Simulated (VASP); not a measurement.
Runs of VASP 6.6.1 on SrHf. The structure is that of space group F-43m (No. 216), or close to it. The cells are those of the table. 

```csv
task,cell,k mesh,cutoff (eV),gap on the mesh (eV),pressure (GPa),relaxed volume (Å³/atom)
single point,"a = 4.461 Å, angles 60.0°, 2 atoms",6 × 6 × 6,500,none,(a),-
relaxation of cell and atoms,"relaxed from a = 4.461 Å, angles 60.0°, 2 atoms",6 × 6 × 6,500,none,0.1,43.92
single point,"a = 5.028 Å, angles 60.0°, 2 atoms",14 × 14 × 14,520,none,0.0,-
single point,"a = 4.956 Å, angles 60.0°, 2 atoms",6 × 6 × 6,500,none,0.3,-
relaxation of cell and atoms,"relaxed from a = 4.956 Å, angles 60.0°, 2 atoms",14 × 14 × 14,600,none,0.0,44.84
```

Alike in all rows: level PBE; potentials or basis VASP PAW PBE potentials, release 64 (Sr_sv, Hf_pv); no spin polarisation; smearing gaussian 0.1 eV.

Question: Fill in the values left out.

Answer: (a) 10.1.

Caveats: spin-orbit coupling is left out, which moves the levels of the heavy elements; the volume moved by over 15 % at a fixed basis, so the end points are rough (some runs).

A k mesh can miss the band edges, and the runs leave out spin-orbit coupling on Hf, Sr.

A gap of «none» marks levels without a gap at the run's occupations.
